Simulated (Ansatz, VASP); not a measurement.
# CdS in VASP and in Ansatz

```xyz
4
Lattice="4.1466 -0.0383 0.0089 -2.1065 3.6103 0.0158 0.0144 0.0379 6.6997" Properties=species:S:1:pos:R:3 pbc="T T T"
Cd    0.0198    2.3389    0.0789
Cd    1.9555    1.1748    3.3397
S     0.1791    2.5045    2.5932
S     2.1012    1.2615    5.9871
```

Alike in both runs: task single point; functional PBE; k mesh 4 × 4 × 2; no spin polarisation.

|  | VASP | Ansatz |
| --- | --- | --- |
| version | VASP 6.6.1 | Ansatz 0.2.0 |
| potentials or method | VASP PAW PBE potentials, release 64 (Cd, S), cutoff 500 eV | plane waves, PAW |
| occupations | gaussian, width 0.01 eV | fixed |
| valence electrons in the cell | 36 | 52 |

```csv
,VASP,Ansatz,Ansatz less VASP
pressure (GPa),4.1,3.7,-0.38
"traceless stress, the component that is largest in VASP (GPa)",-2.82,-2.70,+0.114
rms of the force components (eV/Å),0.641,0.623,-0.0177
```

Atom by atom the forces differ by 0.018 eV/Å (rms over components). VASP's potentials hold 36 valence electrons a cell and Ansatz's 52, so a difference there can come from the potentials and not from the codes. Ansatz's warnings: stress scf threshold loose.

The k mesh is coarse, so the values compare programs but aren't converged.
